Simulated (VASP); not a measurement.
# NaP2 (C2/m) in VASP: further runs

NaP2 is run at these levels: PBE; tasks: single point, relaxation of cell and atoms.

Everything below comes from runs of VASP 6.6.1. Logs are shortened: lines on timing, memory, paths and dates and some standing lists are left out, and cuts for length are marked.

### 1 The cell of the first run

The structure is monoclinic, space group C2/m (No. 12). The conventional cell has a = 8.826 Å, b = 3.328 Å, c = 4.282 Å, α = 90.00°, β = 96.05°, γ = 90.00°. Within 4.0 Å of Na (site symmetry 2/m) lie 12 P at 2.94 to 3.93 Å and 2 Na at 3.33 Å. Within 3.1 Å of P (site symmetry m) lie 2 P at 2.17 Å and 3 Na at 2.94 to 3.03 Å.

### 2 Single point, PBE

INCAR reads:

```
SYSTEM = NaP2
PREC = Accurate
ENCUT = 520
EDIFF = 1E-6
ISMEAR = 0
SIGMA = 0.1
LREAL = .FALSE.
LASPH = .TRUE.
NELM = 60
ALGO = Normal
ISIF = 2
LWAVE = .FALSE.
LCHARG = .FALSE.
GGA = PE
NBANDS = 16
```

KPOINTS reads:

```
Automatic mesh
0
G
  6 6 4
  0 0 0
```

POSCAR reads:

```
NaP2
1.0
    4.4131312233     -1.6641794636      0.0000000000
    4.4131312233      1.6641794636      0.0000000000
   -0.4513815001      0.0000000000      4.2583707829
Na P
1 2
Direct
    0.0000000000      0.0000000000      0.5000000000
    0.7020682811      0.7020682811      0.1201082772
    0.2979317189      0.2979317189      0.8798917228
```

Potentials or basis: VASP PAW PBE potentials, release 64 (Na_pv, P).

On the command line:

```sh
$ cat potpaw_PBE.64/Na_pv/POTCAR potpaw_PBE.64/P/POTCAR > POTCAR
$ mpirun -np 1 vasp_std > vasp.out
```

OUTCAR:

```text
SYSTEM = NaP2
   PREC = Accurate
   ENCUT = 520
   EDIFF = 1E-6
   ISMEAR = 0
   LREAL = .FALSE.
   LASPH = .TRUE.
   NELM = 60
   ISIF = 2
   GGA = PE

 ion  position               nearest neighbor table
   1  0.000  0.000  0.500-
   2  0.702  0.702  0.120-   3 2.17   3 2.17
   3  0.298  0.298  0.880-   2 2.17   2 2.17

  LATTYP: Found a base centered monoclinic cell.
 ALAT       =     8.8262624466
 B/A-ratio  =     0.3770972082
 C/A-ratio  =     0.4851687674
 COS(beta)  =    -0.1054081238

  Lattice vectors:

 A1 = (   4.4131312233,  -1.6641794636,   0.0000000000)
 A2 = (   4.4131312233,   1.6641794636,   0.0000000000)
 A3 = (  -0.4513815001,   0.0000000000,   4.2583707829)

Analysis of symmetry for initial positions (statically):
=====================================================================
 Subroutine PRICEL returns:
 Original cell was already a primitive cell.

 Routine SETGRP: Setting up the symmetry group for a
 base centered monoclinic supercell.

 Subroutine GETGRP returns: Found  4 space group operations
 (whereof  4 operations were pure point group operations)
 out of a pool of  4 trial point group operations.

The static configuration has the point symmetry C_2h.

Analysis of symmetry for dynamics (positions and initial velocities):
=====================================================================
 Subroutine PRICEL returns:
 Original cell was already a primitive cell.

 Routine SETGRP: Setting up the symmetry group for a
 base centered monoclinic supercell.

 Subroutine GETGRP returns: Found  4 space group operations
 (whereof  4 operations were pure point group operations)
 out of a pool of  4 trial point group operations.

The dynamic configuration has the point symmetry C_2h.

 Subroutine INISYM returns: Found  4 space group operations
 (whereof  4 operations are pure point group operations),
 and found     1 'primitive' translations

----------------------------------------------------------------------------------------

                                     Primitive cell

  volume of cell :      62.5490

  direct lattice vectors                    reciprocal lattice vectors
     4.413131223 -1.664179464  0.000000000     0.113298240 -0.300448366  0.012009459
     4.413131223  1.664179464  0.000000000     0.113298240  0.300448366  0.012009459
    -0.451381500  0.000000000  4.258370783     0.000000000  0.000000000  0.234831594

  length of vectors
     4.716483911  4.716483911  4.282226872     0.321325285  0.321325285  0.234831594

  position of ions in fractional coordinates (direct lattice)
     0.000000000  0.000000000  0.500000000
     0.702068281  0.702068281  0.120108277
     0.297931719  0.297931719  0.879891723

  ion indices of the primitive-cell ions
   primitive index   ion index
                 1           1
                 2           2
                 3           3

----------------------------------------------------------------------------------------

 KPOINTS: Automatic mesh

Automatic generation of k-mesh.
 Grid dimensions read from file:
 generate k-points for:    6    6    4

 Generating k-lattice:

  Cartesian coordinates                     Fractional coordinates (reciprocal lattice)
     0.018883040 -0.050074728  0.002001577     0.166666667  0.000000000 -0.000000000
     0.018883040  0.050074728  0.002001577     0.000000000  0.166666667 -0.000000000
     0.000000000  0.000000000  0.058707899     0.000000000  0.000000000  0.250000000

  Length of vectors
     0.053554214  0.053554214  0.058707899

  Shift w.r.t. Gamma in fractional coordinates (k-lattice)
     0.000000000  0.000000000  0.000000000

 Subroutine IBZKPT returns following result:
 ===========================================

 Found     47 irreducible k-points:

 Following reciprocal coordinates:
            Coordinates               Weight
  0.000000  0.000000  0.000000      1.000000
  0.166667  0.000000 -0.000000      4.000000
  0.333333  0.000000  0.000000      4.000000
  0.500000  0.000000  0.000000      2.000000
  0.166667  0.166667  0.000000      2.000000
  0.333333  0.166667  0.000000      4.000000
[... 16 lines left out ...]
 -0.333333  0.166667  0.250000      4.000000
 -0.166667  0.166667  0.250000      4.000000
 [... further k-points ...]
   k-points           NKPTS =     47   k-points in BZ     NKDIM =     47   number of bands    NBANDS=     16
   number of dos      NEDOS =    301   number of ions     NIONS =      3
   total plane-waves  NPLWV =  41472
   dimension x,y,z NGX =    36 NGY =   36 NGZ =   32
   dimension x,y,z NGXF=    72 NGYF=   72 NGZF=   64
   ions per type =               1   2
   NGX,Y,Z   is equivalent  to a cutoff of  12.69, 12.69, 12.42 a.u.
   NGXF,Y,Z  is equivalent  to a cutoff of  25.38, 25.38, 24.85 a.u.
 SYSTEM =  NaP2
   PREC   = accura    normal or accurate (medium, high low for compatibility)
   ISTART =      0    job   : 0-new  1-cont  2-samecut
   ICHARG =      2    charge: 1-file 2-atom 10-const
   ISPIN  =      1    spin polarized calculation?
   LNONCOLLINEAR =      F non collinear calculations
   LSORBIT =      F    spin-orbit coupling
   LASPH  =      T    aspherical Exc in radial PAW
   ENCUT  =  520.0 eV  38.22 Ry    6.18 a.u.   8.77  8.77  7.96*2*pi/ulx,y,z
   NELM   =     60;   NELMIN=  2; NELMDL= -5     # of ELM steps
   EDIFF  = 0.1E-05   stopping-criterion for ELM
   LREAL  =      F    real-space projection
   EDIFFG = 0.1E-04   stopping-criterion for IOM
   NSW    =      0    number of steps for IOM
   IBRION =     -1    ionic relax: 0-MD 1-quasi-New 2-CG
   NFREE  =      0    steps in history (QN), initial steepest desc. (CG)
   ISIF   =      2    stress and relaxation
   ISYM   =      2    0-nonsym 1-usesym 2-fastsym
   POTIM  = 0.5000    time-step for ionic-motion
   TEBEG  =    0.0;   TEEND  =   0.0 temperature during run
   PSTRESS=    0.0 pullay stress
   NELECT =      17.0000    total number of electrons
   NUPDOWN=      -1.0000    fix difference up-down
   EMIN   =  10.00;   EMAX   =-10.00  energy-range for DOS
   EFERMI =   0.00;   METHOD = LEGACY
   ISMEAR =     0;   SIGMA  =   0.10  broadening in eV -4-tet -1-fermi 0-gaus
   EFERMI_NEDOS =   21; number of points for ismear=-14 and -15
   IALGO  =     38    algorithm
   IMIX   =      4    mixing-type and parameters
     AMIX     =   0.40;   BMIX     =  1.00
     AMIX_MAG =   1.60;   BMIX_MAG =  1.00
  volume/ion in A,a.u.               =      20.85       140.70
  Fermi-wavevector in a.u.,A,eV,Ry     =   1.060436  2.003933 15.300074  1.124524
  Thomas-Fermi vector in A             =   2.195817
   LORBIT       =      0    0 simple, 1 ext, 2 COOP (PROOUT), +10 PAW based schemes
   GGA     = PE    functional components
   LHFCALC =     F    Hartree Fock is set to
   AEXX    =    0.0000 exact exchange contribution
   IVDW    =     0    specifies the selected vdW correction
   LEPSILON=     F    determine dielectric tensor
   LRPA    =     F    only Hartree local field effects (RPA)
 non-spin polarized calculation
 Gauss-broadening in eV      SIGMA  =   0.10
  energy-cutoff  :      520.00
  volume of cell :       62.55
 maximum number of plane-waves:      1702
   NGX = 17   NGY = 17   NGZ = 15

 number of electron      17.0000003 magnetization

 Free energy of the ion-electron system (eV)
  ---------------------------------------------------
  ext. energy  EPLUGINS =         0.00000000
  ---------------------------------------------------
  free energy    TOTEN  =       -12.71765483 eV

  energy without entropy =      -12.71163459  energy(sigma->0) =      -12.71464471

 E-fermi :   4.5423     XC(G=0):  -8.9471

 val. band max:        4.5110565920   @ k =   0.0000   0.0000   0.2500
 cond. band min:       4.5944889902   @ k =   0.1667   0.0000   0.2500
 fundamental gap:      0.0834323982
 Fermi energy:         4.5423238365

 k-point     1 :       0.0000    0.0000    0.0000
  band No.  band energies     occupation
      1     -20.1601      2.00000
      2     -20.1502      2.00000
      3     -20.1289      2.00000
      4      -9.7437      2.00000
      5      -2.2738      2.00000
      6       1.0025      2.00000
[... 8 lines left out ...]
     15      12.5701      0.00000
     16      13.1745      0.00000

 k-point     2 :       0.1667    0.0000   -0.0000
  band No.  band energies     occupation
      1     -20.1652      2.00000
      2     -20.1583      2.00000
      3     -20.1277      2.00000
      4      -9.3898      2.00000
      5      -2.6488      2.00000
      6      -0.1123      2.00000
[... 8 lines left out ...]
     15      11.8493      0.00000
     16      12.6661      0.00000

 k-point     3 :       0.3333    0.0000    0.0000
  band No.  band energies     occupation
      1     -20.1948      2.00000
      2     -20.1547      2.00000
      3     -20.1251      2.00000
      4      -8.3451      2.00000
      5      -4.5054      2.00000
      6      -0.3321      2.00000
[... 8 lines left out ...]
     15      12.0055      0.00000
     16      12.8098      0.00000

 k-point     4 :       0.5000    0.0000    0.0000
  band No.  band energies     occupation
      1     -20.2096      2.00000
      2     -20.1529      2.00000
      3     -20.1238      2.00000
      4      -6.7206      2.00000
      5      -6.6071      2.00000
      6       0.3735      2.00000
[... 8 lines left out ...]
     15      11.0149      0.00000
     16      12.5412      0.00000
[... 324 lines left out ...]
 k-point    22 :       0.5000    0.1667    0.2500
  band No.  band energies     occupation
      1     -20.1944      2.00000
      2     -20.1569      2.00000
      3     -20.1262      2.00000
      4      -8.1144      2.00000
      5      -4.5973      2.00000
      6      -0.9732      2.00000
[... 8 lines left out ...]
     15      12.0280      0.00000
     16      12.7891      0.00000

 k-point    23 :      -0.3333    0.1667    0.2500
  band No.  band energies     occupation
      1     -20.2091      2.00000
      2     -20.1549      2.00000
      3     -20.1239      2.00000
      4      -6.6490      2.00000
      5      -6.4568      2.00000
      6       0.0372      2.00000
[... 8 lines left out ...]
     15      12.8672      0.00000
     16      13.7691      0.00000

 k-point    24 :      -0.1667    0.1667    0.2500
  band No.  band energies     occupation
      1     -20.1944      2.00000
      2     -20.1568      2.00000
      3     -20.1248      2.00000
      4      -8.2626      2.00000
      5      -4.4064      2.00000
      6      -0.7859      2.00000
[... 8 lines left out ...]
     15      12.7480      0.00000
     16      13.7091      0.00000

 [... further k-points ...]

------------------------ aborting loop because EDIFF is reached ----------------------------------------

  FORCE on cell =-STRESS in cart. coord.  units (eV):
  Direction    XX          YY          ZZ          XY          YZ          ZX
  --------------------------------------------------------------------------------------
  -------------------------------------------------------------------------------------
  Total        0.4863312     -0.0665761     -0.1386302      0.0000000      0.0000000      0.0930118
  in kB       12.4572531     -1.7053298     -3.5509789      0.0000000      0.0000000      2.3824737
  external PRESSURE =       2.4003148 kB  Pullay stress =       0.0000000 kB

 VOLUME and BASIS-vectors are now :
 -----------------------------------------------------------------------------
  energy-cutoff  :      520.00
  volume of cell :       62.55
      direct lattice vectors                 reciprocal lattice vectors
     4.413131223 -1.664179464  0.000000000     0.113298240 -0.300448366  0.012009459
     4.413131223  1.664179464  0.000000000     0.113298240  0.300448366  0.012009459
    -0.451381500  0.000000000  4.258370783     0.000000000  0.000000000  0.234831594

 POSITION                                       TOTAL-FORCE (eV/Angst)
 -----------------------------------------------------------------------------------
     -0.22569      0.00000      2.12919         0.000000      0.000000      0.000000
      6.14242      0.00000      0.51147         0.116457     -0.000000     -0.123090
      2.23246      0.00000      3.74691        -0.116457     -0.000000      0.123090
 -----------------------------------------------------------------------------------
    total drift:                               -0.000000      0.000000     -0.000000

  FREE ENERGIE OF THE ION-ELECTRON SYSTEM (eV)
  ---------------------------------------------------
  free  energy   TOTEN  =       -12.7176548272 eV

  energy  without entropy=      -12.7116345922  energy(sigma->0) =      -12.71464471
```

Wall time 17 s (1 thread of Intel Xeon 6975P-C (Granite Rapids), shared host); peak memory 0.2 GiB.

Results:

```
Free energy            : -12.7177 eV
Pressure               : 0.2 GPa
Largest force          : 0.169 eV/Å
Band gap on the k mesh : zero (an odd number of electrons rules out a gap without spin polarisation)
```

Forces in eV/Å, atoms in the order of the input:
```
Na   0.000  0.000  0.000
P    0.116  0.000 -0.123
P   -0.116  0.000  0.123
```

Caveat: the k points lie up to 0.37 Å⁻¹ apart, too coarse for converged energies and pressures of a metal; an odd number of electrons without spin polarisation forces a metal; a magnetic or distorted state may lie lower.

[end of part 1 of 2]

The gap in the log of VASP goes by the Fermi energy; the results here count the filled bands.